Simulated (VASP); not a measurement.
## HC18F: single point with PBE+D3(BJ)

The system is HC18F, a slab with vacuum.

```
C F H
1.0
     7.39800    0.00000    0.00000
    -3.69900    6.40686    0.00000
     0.00000    0.00000   12.00000
C F H
18 1 1
Direct
  0.00544 0.99013 0.07529
  0.22979 0.10225 0.07528
  0.00783 0.32409 0.07515
  0.22752 0.43418 0.07502
  0.00650 0.65567 0.07545
  0.22911 0.76682 0.07514
  0.34102 0.99107 0.07525
  0.56072 0.10079 0.07530
  0.33965 0.32197 0.07518
  0.56207 0.43326 0.07525
  0.33878 0.65675 0.07504
  0.56313 0.76891 0.07522
  0.67300 0.98866 0.07529
  0.89546 0.09985 0.07525
  0.67169 0.32318 0.07538
  0.89635 0.43539 0.07560
  0.67431 0.65769 0.07525
  0.89402 0.76772 0.07535
  0.98698 0.51478 0.33482
  0.96417 0.51128 0.25771
```

```yaml
Program: VASP 6.6.1
Task: single point
Functional: PBE
Dispersion: D3(BJ)
Potentials_or_basis: VASP PAW PBE potentials, release 64 (C, F, H)
Cutoff: 520 eV
k_mesh: 2 × 2 × 1
Occupations: gaussian, width 0.05 eV
Spin: no spin polarisation
```

The largest force is 0.329 eV/Å. The band gap on the k mesh is 0.19 eV. The dispersion energy per atom is -0.085 eV.

Forces on the atoms (eV/Å):
```
C    0.011 -0.006  0.002
C    0.003 -0.009 -0.001
C   -0.009 -0.007 -0.001
C    0.008  0.004  0.004
C   -0.003  0.006  0.009
C   -0.001  0.009 -0.006
C   -0.007 -0.005 -0.002
C    0.009  0.004  0.004
C    0.001  0.010 -0.007
C   -0.005  0.004  0.001
C    0.012  0.002 -0.001
C   -0.003 -0.005 -0.003
C   -0.001  0.009  0.006
C   -0.014  0.000 -0.004
C    0.004 -0.008  0.000
C   -0.005 -0.010  0.003
C   -0.007 -0.001 -0.001
C    0.011  0.001 -0.006
F    0.049  0.008  0.326
H   -0.054 -0.007 -0.321
```

Levels at points of the mesh, in eV from the valence-band top:
| k point | band 37 | band 38 | band 39 | band 40 | band 41 | band 42 | band 43 | band 44 |
| --- | --- | --- | --- | --- | --- | --- | --- | --- |
| (0.00, 0.00, 0.00) | -2.95 | -2.95 | -0.05 | 0.00 | 0.19 | 0.22 | 3.48 | 4.70 |
| (0.50, 0.00, 0.00) | -2.57 | -2.53 | -2.51 | -2.26 | 1.77 | 2.54 | 2.58 | 2.63 |
| (0.00, 0.50, 0.00) | -2.58 | -2.55 | -2.53 | -2.26 | 1.75 | 2.54 | 2.57 | 2.64 |
| (0.50, 0.50, 0.00) | -2.58 | -2.53 | -2.51 | -2.26 | 1.77 | 2.54 | 2.59 | 2.64 |

Wall time 4.7 min on 1 thread of Intel(R) Xeon(R) Platinum 8259CL CPU @ 2.50GHz (Skylake/Cascade Lake) (shared host), peak memory 0.6 GiB.

Caveat: the k points lie up to 0.49 Å⁻¹ apart; there is no dipole correction, which matters where the two faces differ.
